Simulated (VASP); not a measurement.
Input of a VASP 6.6.1 run:

INCAR

```
SYSTEM = CaZrAs2
  ALGO = Normal
  EDIFF = 1E-6
  EDIFFG = -0.001
  ENCUT = 600
  GGA = PS
  IBRION = 2
  ISIF = 3
  ISMEAR = -1
  LASPH = .True.
  LCHARG = .False.
  LREAL = .False.
  LWAVE = .False.
  NELM = 100
  NSW = 80
  PREC = Accurate
  SIGMA = 0.15
```

KPOINTS

```
k-points
0
Gamma
  12 12 12
  0 0 0
```

The input POSCAR:

```
CaZrAs2
1.0
    1.9522557231      1.1271353673      6.7332580253
   -1.9522557231      1.1271353673      6.7332580253
    0.0000000000     -2.2542707346      6.7332580253
Ca Zr As
1 1 2
Direct
    0.0000000000      0.0000000000      0.0000000000
    0.5000000000      0.5000000000      0.5000000000
    0.2426746729      0.2426746729      0.2426746729
    0.7573253271      0.7573253271      0.7573253271
```

Potentials or basis: VASP PAW PBE potentials, release 64 (Ca_sv, Zr_sv, As).

Command:

```bash
$ cat potpaw_PBE.64/Ca_sv/POTCAR potpaw_PBE.64/Zr_sv/POTCAR potpaw_PBE.64/As/POTCAR > POTCAR
$ mpirun -np 1 vasp_std > vasp.out
```

Question: Estimate the band gap on the k mesh.

Answer: Zero (bands 16 and 17 overlap by 1.33 eV).

Question: Predict the relaxed cell.

Answer: a = 7.114 Å, b = 7.114 Å, c = 7.114 Å, α = 31.89°, β = 31.89°, γ = 31.89°.

Question: Predict the space group after relaxing (to 0.1 Å).

Answer: R-3m (No. 166).

Step by step:
```csv
step,energy change (eV),largest force (eV/Å),pressure (GPa),volume (Å³)
1,0.0000,0.0034,0.29,88.90
2,-0.0001,0.0268,-0.20,89.42
3,-0.0003,0.0142,0.00,89.20
4,-0.0003,0.0081,0.00,89.21
5,-0.0003,0.0014,0.00,89.23
6,-0.0003,0.0007,0.00,89.23
```

Caveat: the PAW data sets were made with another functional, which shifts forces and pressure a little.
